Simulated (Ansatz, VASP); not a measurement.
SnSe in VASP and in Ansatz

```
CELL_PARAMETERS angstrom
0.00000 2.97275 2.97275
2.97275 0.00000 2.97275
2.97275 2.97275 0.00000
ATOMIC_POSITIONS crystal
Sn 0.00000 0.00000 0.00000
Se 0.50000 0.50000 0.50000
```

Alike in both runs: task single point; functional LDA; k mesh 8 × 8 × 8; occupations gaussian, width 0.02 eV; no spin polarisation.

```csv
,VASP,Ansatz
version,VASP 6.6.1,Ansatz 0.2.0
potentials or method,"VASP PAW LDA potentials, release 64 (Sn_d, Se), cutoff 500 eV","scalar-relativistic, plane waves, PAW"
valence electrons in the cell,20,30
```

```tsv
	VASP	Ansatz	Ansatz less VASP
gap on the k mesh at the Fermi level (eV)	0.74	0.74	-0.002
least direct gap on the mesh (eV)	0.79	0.77	-0.020
pressure (GPa)	-1.4	-1.5	-0.12
```

LDA's correlation is that of Perdew and Zunger in VASP and of Perdew and Wang (1992) in Ansatz. VASP's potentials hold 20 valence electrons a cell and Ansatz's 30, so a difference there can come from the potentials and not from the codes.
